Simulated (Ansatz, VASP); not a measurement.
# BN in VASP and in Ansatz

File INCAR:

```
  PREC = Accurate
  ENCUT = 520
  EDIFF = 1E-6
  ISMEAR = 0
  SIGMA = 0.05
  LREAL = False
  LASPH = True
  NELM = 100
  ALGO = Normal
  ISIF = 2
  LWAVE = False
  LCHARG = True
  LELF = True
  LVHAR = True
  NBANDS = 16
```

The input KPOINTS:

```
Automatic mesh
0
Gamma
  12 12 4
```

Contents of POSCAR:

```
BN
1.0
    2.4271855304      0.0000000000      0.0000000000
   -1.2135927652      2.1020043291      0.0000000000
    0.0000000000      0.0000000000      6.3356111953
B N
2 2
Direct
    0.3333333333      0.6666666667      0.2500000000
    0.6666666667      0.3333333333      0.7500000000
    0.3333333333      0.6666666667      0.7500000000
    0.6666666667      0.3333333333      0.2500000000
```

Input for Ansatz:

```yaml
crystal:
  lattice:
    - [2.4271855304, 0.0, 0.0]
    - [-1.2135927652, 2.1020043291, 0.0]
    - [0.0, 0.0, 6.3356111953]
  atoms:
    - { symbol: B, position: [0.3333333333, 0.6666666667, 0.25] }
    - { symbol: B, position: [0.6666666667, 0.3333333333, 0.75] }
    - { symbol: "N", position: [0.3333333333, 0.6666666667, 0.75] }
    - { symbol: "N", position: [0.6666666667, 0.3333333333, 0.25] }
basis:
  ecutwfc: 520.0
kpoints:
  mp_grid: { grid: [12, 12, 4] }
hamiltonian:
  xc: lda
  pseudopotentials: { kind: paw, azcp: { folder: soft_1 } }
scf:
  occupations: { method: gaussian, width: 0.05 }
output:
  forces: true
  stress: true
  eigenvalues: true
```

Alike in both runs: task single point; functional LDA; k mesh 12 × 12 × 4; occupations gaussian, width 0.05 eV; no spin polarisation.

|  | VASP | Ansatz |
| --- | --- | --- |
| version | VASP 6.6.1 | Ansatz 0.2.0 |
| potentials or method | VASP PAW LDA potentials, release 64 (B, N), cutoff 520 eV | scalar-relativistic, plane waves, PAW |
| valence electrons in the cell | 16 | 16 |

|  | VASP | Ansatz | Ansatz less VASP |
| --- | --- | --- | --- |
| gap on the k mesh at the Fermi level (eV) | 4.11 | 4.13 | +0.014 |
| least direct gap on the mesh (eV) | 4.56 | 4.58 | +0.014 |
| pressure (GPa) | 22.6 | 21.9 | -0.66 |
| traceless stress, the component that is largest in VASP (GPa) | -21.85 | -20.97 | +0.876 |

Ansatz warns that its potentials were made for another functional, while VASP's fit it. LDA's correlation is that of Perdew and Zunger in VASP and of Perdew and Wang (1992) in Ansatz.
